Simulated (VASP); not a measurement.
Crystal: Cd3Cl2.

```xyz
10
Lattice="0.0000 5.3012 5.3012 5.3012 0.0000 5.3012 5.3012 5.3012 0.0000" Properties=species:S:1:pos:R:3 pbc="T T T"
Cd   10.2369    7.9518    7.9518
Cd    5.6666    7.9518    7.9518
Cd    7.9518   10.2369    7.9518
Cd    7.9518    5.6666    7.9518
Cd    7.9518    7.9518   10.2369
Cd    7.9518    7.9518    5.6666
Cl    9.6305    9.6305    9.6305
Cl    6.2730    6.2730    9.6305
Cl    6.2730    9.6305    6.2730
Cl    9.6305    6.2730    6.2730
```

The cell was built from a structure type or drawn by symmetry, and may not be a known phase.

| Property | Result |
| --- | --- |
| Program | VASP 6.6.1 |
| Task | relaxation of cell and atoms |
| Functional | PBE |
| Potentials or basis | VASP PAW PBE potentials, release 64 (Cd, Cl) |
| Cutoff | 600 eV |
| k mesh | 3 × 3 × 3 |
| Occupations | gaussian, width 0.2 eV |
| Spin | no spin polarisation |

At the start: pressure 11.3 GPa; volume 29.80 Å³/atom.

**Question.** Where does the relaxation end?

**Answer.** Over 35 steps the energy falls by 1041.8 meV/atom and the volume is 32.34 Å³/atom (+8.5 %); space group F-43m (No. 216, to 0.1 Å) before and after.

Step by step:
| step | energy change (eV) | largest force (eV/Å) | pressure (GPa) | volume (Å³) |
| --- | --- | --- | --- | --- |
| 1 | 0.0000 | 1.5715 | 11.27 | 297.95 |
| 2 | -3.5397 | 1.1222 | 1.30 | 397.78 |
| 3 | -3.6079 | 1.2373 | 0.69 | 412.31 |
| 4 | -3.5771 | 1.3831 | -0.27 | 442.44 |
| 5 | -3.6195 | 1.3097 | 0.26 | 424.26 |
| 6 | -3.9208 | 0.9393 | -0.02 | 435.55 |
| 7 | -4.3236 | 0.5004 | -0.33 | 461.92 |
| 8 | -4.7092 | 0.4423 | -0.51 | 517.83 |
| 9 | -4.9629 | 0.1531 | -0.85 | 642.81 |
| 10 | -4.9777 | 0.3423 | -0.66 | 587.36 |
| 11 | -5.3616 | 0.7575 | -0.04 | 528.84 |
| 12 | -5.4662 | 2.3647 | 2.98 | 408.30 |
| 13 | -5.5410 | 1.8579 | 1.96 | 437.64 |
| 14 | -5.5889 | 1.8963 | 1.99 | 433.92 |
| 15 | -5.7390 | 2.0140 | 2.12 | 422.91 |
| 16 | -6.0668 | 2.2340 | 2.37 | 401.44 |
| 17 | -6.7360 | 2.5593 | 3.22 | 360.71 |
| 18 | -6.1562 | 3.6604 | 9.54 | 287.71 |
| 19 | -6.8632 | 2.7364 | 4.33 | 338.75 |
| 20 | -6.7480 | 2.6131 | 7.12 | 304.03 |
| 21 | -6.9209 | 2.7462 | 5.33 | 323.11 |
| 22 | -7.4053 | 2.2817 | 5.14 | 315.47 |
| 23 | -7.6244 | 2.9923 | 5.80 | 301.75 |
| 24 | -7.6664 | 2.6902 | 5.43 | 306.00 |
| 25 | -8.1592 | 2.3300 | 4.08 | 313.15 |
| 26 | -9.1284 | 1.4958 | 0.97 | 335.25 |
| 27 | -9.4680 | 0.5621 | -2.44 | 382.52 |
| 28 | -9.5363 | 0.7421 | -1.80 | 369.32 |
| 29 | -9.5380 | 0.8013 | -1.58 | 365.60 |
| 30 | -9.6572 | 0.7651 | -1.45 | 360.60 |
| 31 | -9.9600 | 0.6609 | -0.93 | 345.89 |
| 32 | -10.2437 | 0.4752 | 0.81 | 317.68 |
| 33 | -10.3197 | 0.3418 | 0.38 | 320.88 |
| 34 | -10.3938 | 0.1479 | -0.51 | 328.79 |
| 35 | -10.4179 | 0.0585 | -0.18 | 323.37 |

Final structure:
```yaml
crystal:
  lattice:
    - [0.00000, 5.44784, 5.44784]
    - [5.44784, 0.00000, 5.44784]
    - [5.44784, 5.44784, 0.00000]
  atoms:
    - { symbol: Cd, position: [0.44619, 0.05381, 0.05381] }
    - { symbol: Cd, position: [0.05381, 0.44619, 0.44619] }
    - { symbol: Cd, position: [0.05381, 0.44619, 0.05381] }
    - { symbol: Cd, position: [0.44619, 0.05381, 0.44619] }
    - { symbol: Cd, position: [0.05381, 0.05381, 0.44619] }
    - { symbol: Cd, position: [0.44619, 0.44619, 0.05381] }
    - { symbol: Cl, position: [0.87104, 0.87104, 0.87104] }
    - { symbol: Cl, position: [0.87104, 0.87104, 0.38687] }
    - { symbol: Cl, position: [0.87104, 0.38687, 0.87104] }
    - { symbol: Cl, position: [0.38687, 0.87104, 0.87104] }
```

Caveat: the relaxation stopped at a loose force limit of 0.08 eV/Å, so its end isn't a converged minimum.
